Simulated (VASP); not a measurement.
Wanted: the native input for a VASP 6.6.1 run.

- Task: relaxation of cell and atoms
- Functional: PBEsol
- Potentials or basis: VASP PAW PBE potentials, release 64 (Sn_d)
- Cutoff: 600 eV
- k mesh: 12 × 12 × 12
- Occupations: methfessel-paxton, width 0.1 eV
- Spin: no spin polarisation
- Dipole correction: no
- Further INCAR settings: ALGO = Normal; EDIFF = 1e-06; IBRION = 2; EDIFFG = -0.01; NSW = 100; ISIF = 3

The structure of Sn lies in POSCAR:

```
Sn
1.0
   -1.8946518200      1.8946518200      1.8946518200
    1.8946518200     -1.8946518200      1.8946518200
    1.8946518200      1.8946518200     -1.8946518200
Sn
1
Direct
    0.0000000000      0.0000000000      0.0000000000
```

These files were run (other wordings do the same):

INCAR

```
PREC = Accurate
ENCUT = 600
EDIFF = 1E-6
ISMEAR = 1
SIGMA = 0.1
LREAL = F
LASPH = T
NELM = 60
ALGO = Normal
ISIF = 3
LWAVE = F
LCHARG = F
GGA = PS
IBRION = 2
NSW = 100
EDIFFG = -0.01
```

KPOINTS

```
Automatic mesh
0
Gamma
  12 12 12
```

Potentials or basis: VASP PAW PBE potentials, release 64 (Sn_d).

Launch:

```bash
$ cat potpaw_PBE.64/Sn_d/POTCAR > POTCAR
$ mpirun -np 1 vasp_std > vasp.out
```

Results of the run:

- Relaxed volume: 26.02 Å³/atom
- Relaxed cell: a = 3.233 Å, b = 3.233 Å, c = 3.233 Å, α = 109.47°, β = 109.47°, γ = 109.47°
- Space group after relaxing (to 0.05 Å): Im-3m (No. 229)
- Energy gained by relaxing: 9.1 meV/atom
- Ionic steps: 3
- Pressure after relaxing: 0.0 GPa
- Band gap on the k mesh: zero (band 7 reaches 16.83 eV, above the bottom of band 8 at 5.85 eV)

Caveat: the PAW data sets were made with another functional, which shifts forces and pressure a little; spin-orbit coupling is left out, which moves the levels of the heavy elements.

It took 34 s on 1 thread of Intel(R) Xeon(R) Platinum 8488C (Sapphire Rapids), with other jobs on the host, peak memory 0.18 GiB.
